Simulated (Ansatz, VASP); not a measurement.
CuAu: VASP beside Ansatz

```
CELL_PARAMETERS angstrom
2.86373 0.00000 0.00000
0.00000 2.86373 0.00000
0.00000 0.00000 3.54318
ATOMIC_POSITIONS crystal
Cu 0.50000 0.50000 0.50000
Au 0.00000 0.00000 0.00000
```

Alike in both runs: functional r2SCAN; k mesh 14 × 14 × 12; occupations fermi-dirac, width 0.1 eV; no spin polarisation.

Ansatz relaxed the structure, and its values are those at the end. VASP's run is a single point on that final structure, the one shown.

|  | VASP | Ansatz |
| --- | --- | --- |
| version | VASP 6.6.1 | Ansatz 0.2.0 |
| potentials or method | VASP PAW PBE potentials, release 64 (Cu, Au) | PAW with Ansatz's default frozen-core files, scalar-relativistic |
| plane-wave cutoff (eV) | 520 | 500 |
| valence electrons in the cell | 22 | 38 |

```tsv
	VASP	Ansatz	Ansatz less VASP
pressure (GPa)	0.4	0.0	-0.36
```

VASP's potentials were made for PBE, not for r2SCAN. VASP's potentials hold 22 valence electrons a cell and Ansatz's 38, so a difference there can come from the potentials and not from the codes.

Neither program's run includes spin-orbit coupling.
